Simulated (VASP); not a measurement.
# Al in VASP: a series of runs

Runs on Al. Level: LDA. Tasks: single point, relaxation of the atoms.

Everything below comes from runs of VASP 6.6.1. Logs are shortened: lines on timing, memory, paths and dates and some standing lists are left out, and cuts for length are marked.

### 1 The cell of the first run

The cell holds a slab with vacuum, 17 atoms: a = 5.634 Å, b = 7.968 Å, c = 19.672 Å, α = 90.00°, β = 90.00°, γ = 90.00°.

### 2 Single point, LDA

The input, INCAR:

```
  PREC = Accurate
  ENCUT = 520
  EDIFF = 1E-6
  ISMEAR = 0
  SIGMA = 0.1
  LREAL = Auto
  LASPH = True
  NELM = 60
  ALGO = Normal
  ISIF = 2
  LWAVE = False
  LCHARG = False
  LDIPOL = True
  IDIPOL = 3
  DIPOL = 0.5 0.5 0.322
  NBANDS = 40
```

The input, KPOINTS:

```
regular mesh
0
Gamma
  5 4 1
```

The input, POSCAR:

```
Al
1.0
    5.6343731020      0.0000000000      0.0000000000
    0.0000000000      7.9682068563      0.0000000000
    0.0000000000      0.0000000000     19.6723116275
Al
17
Direct
    0.2500000000      0.2500000000      0.2033314679
    0.2500000000      0.7500000000      0.2033314679
    0.7500000000      0.2500000000      0.2033314679
    0.7500000000      0.7500000000      0.2033314679
    0.0000000000      0.0000000000      0.2749343025
    0.0000000000      0.5000000000      0.2749343025
    0.5000000000      0.0000000000      0.2749343025
    0.5000000000      0.5000000000      0.2749343025
    0.2500000000      0.2500000000      0.3484027381
    0.2500000000      0.7500000000      0.3484027381
    0.7500000000      0.2500000000      0.3484027381
    0.7500000000      0.7500000000      0.3484027381
    0.0000000000      0.0000000000      0.4154220298
    0.0000000000      0.5000000000      0.4154220298
    0.5000000000      0.0000000000      0.4154220298
    0.5000000000      0.5000000000      0.4154220298
    0.2500000000      0.1250000000      0.5138941815
```

Potentials or basis: VASP PAW LDA potentials, release 64 (Al).

The run is started by

```console
$ cat potpaw_LDA.64/Al/POTCAR > POTCAR
$ mpirun -np 1 vasp_std > vasp.out
```

OUTCAR:

```text
PREC = Accurate
   ENCUT = 520
   EDIFF = 1E-6
   ISMEAR = 0
   LREAL = Auto
   LASPH = True
   NELM = 60
   ISIF = 2

 ion  position               nearest neighbor table
   1  0.250  0.250  0.203-   3 2.82   3 2.82   6 2.82   7 2.82   8 2.82   5 2.82   9 2.85
   2  0.250  0.750  0.203-   4 2.82   4 2.82   6 2.82   7 2.82   8 2.82   5 2.82  10 2.85
   3  0.750  0.250  0.203-   1 2.82   1 2.82   6 2.82   7 2.82   8 2.82   5 2.82  11 2.85
   4  0.750  0.750  0.203-   2 2.82   2 2.82   6 2.82   7 2.82   8 2.82   5 2.82  12 2.85
   5  0.000  0.000  0.275-  13 2.76   7 2.82   7 2.82   4 2.82   1 2.82   2 2.82   3 2.82  11 2.84
                            12 2.84   9 2.84  10 2.84
   6  0.000  0.500  0.275-  14 2.76   8 2.82   8 2.82   4 2.82   1 2.82   2 2.82   3 2.82  11 2.84
                            12 2.84   9 2.84  10 2.84
   7  0.500  0.000  0.275-  15 2.76   5 2.82   5 2.82   4 2.82   1 2.82   2 2.82   3 2.82  11 2.84
                            12 2.84   9 2.84  10 2.84
   8  0.500  0.500  0.275-  16 2.76   6 2.82   6 2.82   4 2.82   1 2.82   2 2.82   3 2.82  11 2.84
                            12 2.84   9 2.84  10 2.84
   9  0.250  0.250  0.348-  13 2.77  14 2.77  15 2.77  16 2.77  11 2.82  11 2.82   7 2.84   8 2.84
                             5 2.84   6 2.84   1 2.85
  10  0.250  0.750  0.348-  13 2.77  14 2.77  15 2.77  16 2.77  12 2.82  12 2.82   7 2.84   8 2.84
                             5 2.84   6 2.84   2 2.85
  11  0.750  0.250  0.348-  13 2.77  14 2.77  15 2.77  16 2.77   9 2.82   9 2.82   7 2.84   8 2.84
[... 5 lines left out ...]
  14  0.000  0.500  0.415-   6 2.76   9 2.77  10 2.77  11 2.77  12 2.77  16 2.82  16 2.82
  15  0.500  0.000  0.415-  17 2.59   7 2.76  10 2.77  11 2.77  12 2.77   9 2.77  13 2.82  13 2.82

  16  0.500  0.500  0.415-   8 2.76   9 2.77  10 2.77  11 2.77  12 2.77  14 2.82  14 2.82
  17  0.250  0.125  0.514-  13 2.59  15 2.59

  LATTYP: Found a simple orthorhombic cell.
 ALAT       =     5.6343731020
 B/A-ratio  =     1.4142135624
 C/A-ratio  =     3.4914818865

  Lattice vectors:

 A1 = (   5.6343731020,   0.0000000000,   0.0000000000)
 A2 = (   0.0000000000,   7.9682068563,   0.0000000000)
 A3 = (   0.0000000000,   0.0000000000,  19.6723116275)

Analysis of symmetry for initial positions (statically):
=====================================================================
 Subroutine PRICEL returns:
 Original cell was already a primitive cell.

 Routine SETGRP: Setting up the symmetry group for a
 simple orthorhombic supercell.

 Subroutine GETGRP returns: Found  2 space group operations
 (whereof  1 operations were pure point group operations)
 out of a pool of  8 trial point group operations.

The static configuration has the point symmetry C_1 .
 The point group associated with its full space group is C_1h.

Analysis of symmetry for dynamics (positions and initial velocities):
=====================================================================
 Subroutine PRICEL returns:
 Original cell was already a primitive cell.

 Routine SETGRP: Setting up the symmetry group for a
 simple orthorhombic supercell.

 Subroutine GETGRP returns: Found  2 space group operations
 (whereof  1 operations were pure point group operations)
 out of a pool of  8 trial point group operations.

The dynamic configuration has the point symmetry C_1 .
 The point group associated with its full space group is C_1h.

 Subroutine INISYM returns: Found  2 space group operations
 (whereof  1 operations are pure point group operations),
 and found     1 'primitive' translations

----------------------------------------------------------------------------------------

                                     Primitive cell

  volume of cell :     883.2052

  direct lattice vectors                    reciprocal lattice vectors
     5.634373102  0.000000000  0.000000000     0.177482034  0.000000000  0.000000000
     0.000000000  7.968206856  0.000000000     0.000000000  0.125498750  0.000000000
     0.000000000  0.000000000 19.672311628     0.000000000  0.000000000  0.050832867

  length of vectors
     5.634373102  7.968206856 19.672311628     0.177482034  0.125498750  0.050832867

  position of ions in fractional coordinates (direct lattice)
     0.250000000  0.250000000  0.203331468
     0.250000000  0.750000000  0.203331468
     0.750000000  0.250000000  0.203331468
     0.750000000  0.750000000  0.203331468
     0.000000000  0.000000000  0.274934303
     0.000000000  0.500000000  0.274934303
[... 9 lines left out ...]
     0.500000000  0.500000000  0.415422030
     0.250000000  0.125000000  0.513894181

  ion indices of the primitive-cell ions
   primitive index   ion index
                 1           1
[... 36 lines left out ...]
     0.000000000  0.000000000  0.000000000

 Subroutine IBZKPT returns following result:
 ===========================================

 Found      9 irreducible k-points:

 Following reciprocal coordinates:
            Coordinates               Weight
  0.000000  0.000000  0.000000      1.000000
  0.200000  0.000000  0.000000      2.000000
  0.400000  0.000000  0.000000      2.000000
  0.000000  0.250000  0.000000      2.000000
  0.200000  0.250000  0.000000      4.000000
  0.400000  0.250000  0.000000      4.000000
  0.000000  0.500000  0.000000      1.000000
  0.200000  0.500000  0.000000      2.000000
  0.400000  0.500000  0.000000      2.000000
   k-points           NKPTS =      9   k-points in BZ     NKDIM =      9   number of bands    NBANDS=     40
   number of dos      NEDOS =    301   number of ions     NIONS =     17
   total plane-waves  NPLWV = 378000
   dimension x,y,z NGX =    42 NGY =   60 NGZ =  150
   dimension x,y,z NGXF=    84 NGYF=  120 NGZF=  300
   ions per type =              17
   NGX,Y,Z   is equivalent  to a cutoff of  12.39, 12.52, 12.68 a.u.
   NGXF,Y,Z  is equivalent  to a cutoff of  24.78, 25.04, 25.35 a.u.
 SYSTEM =  unknown system
   PREC   = accura    normal or accurate (medium, high low for compatibility)
   ISTART =      0    job   : 0-new  1-cont  2-samecut
   ICHARG =      2    charge: 1-file 2-atom 10-const
   ISPIN  =      1    spin polarized calculation?
   LNONCOLLINEAR =      F non collinear calculations
   LSORBIT =      F    spin-orbit coupling
   LASPH  =      T    aspherical Exc in radial PAW
   ENCUT  =  520.0 eV  38.22 Ry    6.18 a.u.  10.48 14.82 36.58*2*pi/ulx,y,z
   NELM   =     60;   NELMIN=  2; NELMDL= -5     # of ELM steps
   EDIFF  = 0.1E-05   stopping-criterion for ELM
   LREAL  =      T    real-space projection
   EDIFFG = 0.1E-04   stopping-criterion for IOM
   NSW    =      0    number of steps for IOM
   IBRION =     -1    ionic relax: 0-MD 1-quasi-New 2-CG
   NFREE  =      0    steps in history (QN), initial steepest desc. (CG)
   ISIF   =      2    stress and relaxation
   ISYM   =      2    0-nonsym 1-usesym 2-fastsym
   POTIM  = 0.5000    time-step for ionic-motion
   TEBEG  =    0.0;   TEEND  =   0.0 temperature during run
   PSTRESS=    0.0 pullay stress
   NELECT =      51.0000    total number of electrons
   NUPDOWN=      -1.0000    fix difference up-down
   EMIN   =  10.00;   EMAX   =-10.00  energy-range for DOS
   EFERMI =   0.00;   METHOD = LEGACY
   ISMEAR =     0;   SIGMA  =   0.10  broadening in eV -4-tet -1-fermi 0-gaus
   EFERMI_NEDOS =   21; number of points for ismear=-14 and -15
   IALGO  =     38    algorithm
   IMIX   =      4    mixing-type and parameters
     AMIX     =   0.40;   BMIX     =  1.00
     AMIX_MAG =   1.60;   BMIX_MAG =  1.00
  volume/ion in A,a.u.               =      51.95       350.60
  Fermi-wavevector in a.u.,A,eV,Ry     =   0.632768  1.195758  5.447706  0.400395
  Thomas-Fermi vector in A             =   1.696196
   LORBIT       =      0    0 simple, 1 ext, 2 COOP (PROOUT), +10 PAW based schemes
   GGA     = CA    functional components
   LHFCALC =     F    Hartree Fock is set to
   AEXX    =    0.0000 exact exchange contribution
   IVDW    =     0    specifies the selected vdW correction
   LEPSILON=     F    determine dielectric tensor
   LRPA    =     F    only Hartree local field effects (RPA)
 non-spin polarized calculation
 Gauss-broadening in eV      SIGMA  =   0.10
  energy-cutoff  :      520.00
  volume of cell :      883.21
 maximum number of plane-waves:     23865
 NGX is ok and might be reduce to    42
   NGX = 21   NGY = 29   NGZ = 73

 dipolmoment           0.000000      0.000000     -0.006063 electrons x Angstroem

 number of electron      51.0000001 magnetization

 dipolmoment           0.000000      0.000000      0.022780 electrons x Angstroem

 Free energy of the ion-electron system (eV)
  ---------------------------------------------------
  ext. energy  EPLUGINS =         0.00000000
  ---------------------------------------------------
  free energy    TOTEN  =       -64.02841380 eV

  energy without entropy =      -63.97703366  energy(sigma->0) =      -64.00272373

 E-fermi :  -0.4010     XC(G=0):  -4.4174

 val. band max:       -0.4027958033   @ k =   0.0000   0.2500   0.0000
 cond. band min:      -0.3401119006   @ k =   0.4000   0.5000   0.0000
 fundamental gap:      0.0626839027
 Fermi energy:        -0.4009781379

 k-point     1 :       0.0000    0.0000    0.0000
  band No.  band energies     occupation
      1     -10.8781      2.00000
      2      -8.6809      2.00000
      3      -8.5632      2.00000
      4      -8.4467      2.00000
      5      -6.4966      2.00000
      6      -6.3535      2.00000
[... 349 lines left out ...]
     36       2.1004      0.00000
     37       2.2907      0.00000
 [bands above 37 left out]

------------------------ aborting loop because EDIFF is reached ----------------------------------------

 vacuum level on the upper side and lower side of the slab       (xc-potential included)        -0.101        -0.149

  FORCE on cell =-STRESS in cart. coord.  units (eV):
  Direction    XX          YY          ZZ          XY          YZ          ZX
  --------------------------------------------------------------------------------------
  -------------------------------------------------------------------------------------
  Total       -9.7896584     -4.3262271     -1.1788631      0.0000000      1.5757341      0.0000000
  in kB      -17.7589189     -7.8479874     -2.1385152      0.0000000      2.8584586      0.0000000
  external PRESSURE =      -9.2484739 kB  Pullay stress =       0.0000000 kB

 VOLUME and BASIS-vectors are now :
 -----------------------------------------------------------------------------
  energy-cutoff  :      520.00
  volume of cell :      883.21
      direct lattice vectors                 reciprocal lattice vectors
     5.634373102  0.000000000  0.000000000     0.177482034  0.000000000  0.000000000
     0.000000000  7.968206856  0.000000000     0.000000000  0.125498750  0.000000000
     0.000000000  0.000000000 19.672311628     0.000000000  0.000000000  0.050832867

 POSITION                                       TOTAL-FORCE (eV/Angst)
 -----------------------------------------------------------------------------------
      1.40859      1.99205      4.00000         0.000000     -0.003126      0.268755
      1.40859      5.97616      4.00000         0.000000     -0.043859      0.224163
      4.22578      1.99205      4.00000         0.000000      0.030222      0.192826
      4.22578      5.97616      4.00000         0.000000     -0.058592      0.211488
      0.00000      0.00000      5.40859        -0.002814     -0.026870     -0.229438
      0.00000      3.98410      5.40859        -0.025790      0.011013     -0.229086
[... 9 lines left out ...]
      2.81719      3.98410      8.17231         0.034873     -0.069371      0.134989
      1.40859      0.99603     10.10949         0.000000      0.601182      0.011851
 -----------------------------------------------------------------------------------
    total drift:                               -0.000000     -0.000146     -0.004790

  FREE ENERGIE OF THE ION-ELECTRON SYSTEM (eV)
  ---------------------------------------------------
  free  energy   TOTEN  =       -64.0284137951 eV

  energy  without entropy=      -63.9770336615  energy(sigma->0) =      -64.00272373

 vacuum level on the upper side and lower side of the slab         3.806         3.746
```

It took 14 min on 1 thread of Intel Xeon Platinum 8259CL at 2.50GHz (Skylake/Cascade Lake), shared host; peak memory 0.63 GiB.

Results:

| Item | Value |
| --- | --- |
| Free energy | -64.0284 eV |
| Largest force | 0.601 eV/Å |
| Band gap on the k mesh | zero (an odd number of electrons rules out a gap without spin polarisation) |

Forces in eV/Å, atoms in the order of the input:
```
Al   0.000 -0.003  0.269
Al   0.000 -0.044  0.224
Al   0.000  0.030  0.193
Al   0.000 -0.059  0.211
Al  -0.003 -0.027 -0.229
Al  -0.026  0.011 -0.229
Al   0.003 -0.027 -0.229
Al   0.026  0.011 -0.229
Al   0.000 -0.084  0.070
Al   0.000  0.017  0.031
Al   0.000 -0.018 -0.130
Al   0.000  0.078  0.019
Al  -0.459 -0.174 -0.126
Al  -0.035 -0.069  0.135
Al   0.459 -0.174 -0.126
Al   0.035 -0.069  0.135
Al   0.000  0.601  0.012
```

### 3 Relaxation of the atoms, LDA

The input, INCAR:

```
  ALGO = Fast
  DIPOL = 0.5 0.5 0.324
  EDIFF = 1E-7
  EDIFFG = -0.025
  ENCUT = 520
  IBRION = 2
  IDIPOL = 3
  ISIF = 2
  ISMEAR = 0
  KPAR = 4
  LASPH = T
  LCHARG = F
  LDIPOL = T
  LREAL = Auto
  LWAVE = F
  NELM = 60
  NSW = 36
  PREC = Accurate
  SIGMA = 0.1
```

The input, KPOINTS:

```
k-points
0
Gamma
  5 4 1
```

The input, POSCAR:

```
Al
1.0
    5.6343731020      0.0000000000      0.0000000000
    0.0000000000      7.9682068563      0.0000000000
    0.0000000000      0.0000000000     19.6723116275
Al
17
Selective dynamics
Direct
    0.2500000000      0.2500000000      0.2033314679  F F F
    0.2500000000      0.7500000000      0.2033314679  F F F
    0.7500000000      0.2500000000      0.2033314679  F F F
    0.7500000000      0.7500000000      0.2033314679  F F F
    0.0000000000      0.0000000000      0.2749343025  F F F
    0.0000000000      0.5000000000      0.2749343025  F F F
    0.5000000000      0.0000000000      0.2749343025  F F F
    0.5000000000      0.5000000000      0.2749343025  F F F
    0.2500000000      0.2500000000      0.3484027381  F F F
    0.2500000000      0.7500000000      0.3484027381  F F F
    0.7500000000      0.2500000000      0.3484027381  F F F
    0.7500000000      0.7500000000      0.3484027381  F F F
    0.0000000000      0.0000000000      0.4154220298  F F F
    0.0000000000      0.5000000000      0.4154220298  F F F
    0.5000000000      0.0000000000      0.4154220298  F F F
    0.5000000000      0.5000000000      0.4154220298  F F F
    0.1666666667      0.0000000000      0.5382103930  F F T
```

Potentials or basis: VASP PAW LDA potentials, release 64 (Al).

The run is started by

```console
$ cat potpaw_LDA.64/Al/POTCAR > POTCAR
$ mpirun -np 4 vasp_std > vasp.out
```

Wall time 11 min (4 MPI ranks of Oxide Virtual Turin-like, shared host); peak memory 0.65 GiB.

Results (log left out):

- Free energy: -63.6040 eV
- Energy gained by relaxing: 0.2 meV/atom
- Ionic steps: 4
- Band gap on the k mesh: zero (an odd number of electrons rules out a gap without spin polarisation)

The path:
```tsv
step	energy change (eV)	largest force on free atoms (eV/Å)	pressure (GPa)
1	0.0000	0.1426	-1.00
2	-0.0009	0.1144	-1.00
3	-0.0024	0.0341	-0.98
4	-0.0026	0.0018	-0.98
```

Final structure:
```
CELL_PARAMETERS angstrom
5.63437 0.00000 0.00000
0.00000 7.96821 0.00000
0.00000 0.00000 19.67231
ATOMIC_POSITIONS crystal
Al 0.25000 0.25000 0.20333
Al 0.25000 0.75000 0.20333
Al 0.75000 0.25000 0.20333
Al 0.75000 0.75000 0.20333
Al 0.00000 0.00000 0.27493
Al 0.00000 0.50000 0.27493
Al 0.50000 0.00000 0.27493
Al 0.50000 0.50000 0.27493
Al 0.25000 0.25000 0.34840
Al 0.25000 0.75000 0.34840
Al 0.75000 0.25000 0.34840
Al 0.75000 0.75000 0.34840
Al 0.00000 0.00000 0.41542
Al 0.00000 0.50000 0.41542
Al 0.50000 0.00000 0.41542
Al 0.50000 0.50000 0.41542
Al 0.16667 0.00000 0.53637
```

Levels at points of the mesh, in eV from the Fermi level:
```
           k point  band 23  band 24  band 25  band 26  band 27  band 28  band 29  band 30
(0.00, 0.00, 0.00)    -0.88    -0.80    -0.56    -0.42    -0.19     0.16     0.60     0.92
(0.00, 0.50, 0.00)    -0.89    -0.89    -0.79    -0.40     0.12     0.27     0.30     0.52
```
